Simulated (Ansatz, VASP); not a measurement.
Zn in VASP and in Ansatz

```xyz
1
Lattice="0.0000 1.8489 2.2187 1.8489 0.0000 2.2187 1.8489 1.8489 0.0000" Properties=species:S:1:pos:R:3 pbc="T T T"
Zn    0.0000    0.0000    0.0000
```

Alike in both runs: task single point; functional PBEsol; k mesh 22 × 22 × 22; occupations gaussian, width 0.15 eV; no spin polarisation.

```csv
,VASP,Ansatz
version,VASP 6.6.1,Ansatz 0.2.0
potentials or method,"VASP PAW PBE potentials, release 64 (Zn), cutoff 520 eV","scalar-relativistic, plane waves, PAW"
valence electrons in the cell,12,12
```

Ansatz gave:

| Quantity | Value |
| --- | --- |
| gap on the k mesh at the Fermi level (eV) | none |
| pressure (GPa) | -2.9 |
| traceless stress, the component that is largest in VASP (GPa) | -6.61 |

Task: Estimate VASP's values.

Result: gap on the k mesh at the Fermi level (eV): none; pressure (GPa): -2.6; traceless stress, the component that is largest in VASP (GPa): -6.67.

VASP's potentials were made for PBE, not for PBEsol. A gap of «none» marks a metal or a gap that the smearing closes.
